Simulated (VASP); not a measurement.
A run of VASP 6.6.1 is set up as follows.

File INCAR:

```
SYSTEM = CuO
PREC = Accurate
ENCUT = 520
EDIFF = 1E-6
ISMEAR = 0
SIGMA = 0.1
LREAL = .False.
LASPH = .True.
NELM = 100
ALGO = Normal
ISIF = 2
LWAVE = .False.
LCHARG = .False.
GGA = PS
NBANDS = 25
```

KPOINTS

```
Automatic mesh
0
Gamma
  8 8 6
  0 0 0
```

The input POSCAR:

```
CuO
1.0
    1.9909680000     -2.1535500000      0.0000000000
    1.9909680000      2.1535500000      0.0000000000
    0.0000000000      0.0000000000      5.1559280000
Cu O
2 2
Direct
    0.0000000000      0.5000000000      0.0000000000
    0.5000000000      0.0000000000      0.5000000000
    0.5000000000      0.5000000000      0.2500000000
    0.5000000000      0.5000000000      0.7500000000
```

Potentials or basis: VASP PAW PBE potentials, release 64 (Cu, O).

Launch:

```sh
$ cat potpaw_PBE.64/Cu/POTCAR potpaw_PBE.64/O/POTCAR > POTCAR
$ mpirun -np 1 vasp_std > vasp.out
```

Q: Predict the band gap on the k mesh.

A: Zero (band 17 reaches 5.32 eV, above the bottom of band 18 at 4.22 eV).

Q: Predict the pressure.

A: -5.5 GPa.

Stress tensor (GPa, compression positive):
```
-4.20  0.00  0.00
 0.00 -5.68  0.00
 0.00  0.00 -6.50
```

Caveat: the PAW data sets were made with another functional, which shifts forces and pressure a little; semilocal functionals often make such compounds metallic where correlation or magnetic order opens a gap, which also shifts bond lengths. With open d or f shells a metallic result of PBEsol can be an artefact of self-interaction; +U or a hybrid may open a gap.
